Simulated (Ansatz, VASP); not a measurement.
**One calculation of Sn, two programs**

The input INCAR:

```
PREC = Accurate
ENCUT = 520
EDIFF = 1E-6
ISMEAR = -1
SIGMA = 0.1
LREAL = F
LASPH = T
NELM = 60
ALGO = Normal
ISIF = 2
LWAVE = F
LCHARG = T
LELF = T
LVHAR = T
NBANDS = 13
```

Contents of KPOINTS:

```
regular mesh
0
Gamma
  12 12 12
```

POSCAR

```
Sn
1.0
   -1.6952825354      1.7434033172      2.2960097364
    1.6952825354     -1.7434033172      2.2960097364
    1.6952825354      1.7434033172     -2.2960097364
Sn
1
Direct
    0.0000000000      0.0000000000      0.0000000000
```

Input for Ansatz:

```yaml
crystal:
  lattice:
    - [-1.6952825353789287, 1.743403317182207, 2.296009736439799]
    - [1.6952825353789287, -1.743403317182207, 2.296009736439799]
    - [1.6952825353789287, 1.743403317182207, -2.296009736439799]
  atoms:
    - { symbol: Sn, position: [0.0, 0.0, 0.0] }
basis:
  ecutwfc: 500.0
kpoints:
  mp_grid:
    grid: [12, 12, 12]
hamiltonian:
  xc: lda
scf:
  occupations:
    method: fermi_dirac
    width: 0.1
output:
  stress: true
```

Alike in both runs: task single point; functional LDA; k mesh 12 × 12 × 12; occupations fermi-dirac, width 0.1 eV; no spin polarisation.

|  | VASP | Ansatz |
| --- | --- | --- |
| version | VASP 6.6.1 | Ansatz 0.2.0 |
| potentials or method | VASP PAW LDA potentials, release 64 (Sn_d), cutoff 520 eV | plane waves, PAW |
| valence electrons in the cell | 14 | 14 |

VASP gave:

| Quantity | Value |
| --- | --- |
| pressure (GPa) | -2.7 |
| traceless stress, the component that is largest in VASP (GPa) | 0.45 |

Task: Estimate Ansatz's values.

Result: Pressure (GPa): -2.6; traceless stress, the component that is largest in VASP (GPa): 0.45.

LDA's correlation is that of Perdew and Zunger in VASP and of Perdew and Wang (1992) in Ansatz.
